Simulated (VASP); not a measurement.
Set up this calculation in VASP 6.6.1, as the native input.

```
Task                   : single point
Functional             : PBE
Potentials or basis    : VASP PAW PBE potentials, release 64 (Li_sv, F)
Cutoff                 : 520 eV
k mesh                 : 3 × 3 × 3
Occupations            : gaussian, width 0.15 eV
Spin                   : no spin polarisation
Dipole correction      : no
Further INCAR settings : LREAL = Auto; ALGO = Normal; EDIFF = 1e-06; NBANDS = 42
```

The structure of Li16F (a cell with a defect) lies in POSCAR:

```
Li16F
1.0
    6.9800000000      0.0000000000      0.0000000000
    0.0000000000      6.9800000000      0.0000000000
    0.0000000000      0.0000000000      6.9800000000
Li F
16 1
Direct
   -0.0005184814      0.0034419771      0.0199558739
    0.4997842407     -0.0045153295      0.0045965616
   -0.0006591691      0.4754696275     -0.0174425501
   -0.0005250716      0.0034712034      0.4802349570
    0.2669412607      0.2741312321      0.2501127507
    0.4994938395      0.5135472779     -0.0081581662
    0.4997911175     -0.0045088825      0.4955945559
    0.7316194842      0.2741959885      0.2501093123
   -0.0006567335      0.4754514327      0.5176853868
    0.2299550143      0.7462054441      0.2500767908
    0.2573244986      0.2359263610      0.7500846705
    0.4994982808      0.5135968481      0.5082836676
    0.7688616046      0.7459568768      0.2500832378
    0.7418881089      0.2356474212      0.7500808023
    0.2447174785      0.7543199140      0.7500330946
    0.7541111748      0.7542607450      0.7500265043
   -0.0003802292      0.8745289398      0.2500527221
```

The input as run:

INCAR

```
SYSTEM = Li16F
PREC     = Accurate       ! precision mode
ENCUT    = 520            ! plane-wave cutoff, eV
EDIFF    = 1E-6           ! SCF threshold, eV
ISMEAR   = 0              ! smearing method
SIGMA    = 0.15           ! smearing width, eV
LREAL    = Auto         
LASPH    = .TRUE.         ! aspherical terms in the spheres
NELM     = 80             ! most SCF steps
ALGO     = Normal         ! electronic algorithm
ISIF     = 2              ! what is computed and relaxed
LWAVE    = .FALSE.        ! write WAVECAR
LCHARG   = .FALSE.        ! write CHGCAR
GGA      = PE             ! functional
NBANDS   = 42             ! bands
```

KPOINTS

```
regular mesh
0
G
  3 3 3
  0 0 0
```

Potentials or basis: VASP PAW PBE potentials, release 64 (Li_sv, F).

Run with:

```console
$ cat potpaw_PBE.64/Li_sv/POTCAR potpaw_PBE.64/F/POTCAR > POTCAR
$ mpirun -np 1 vasp_std > vasp.out
```

Results of the run:

```json
{"Largest force": "0.018 eV/Å"}
```

Caveat: an odd number of electrons without spin polarisation forces a metal; a magnetic or distorted state may lie lower.

Run time: 3.2 min on 1 thread of AMD EPYC 9R45 96-Core Processor (Zen 5), on a shared host, peak memory 0.39 GiB.
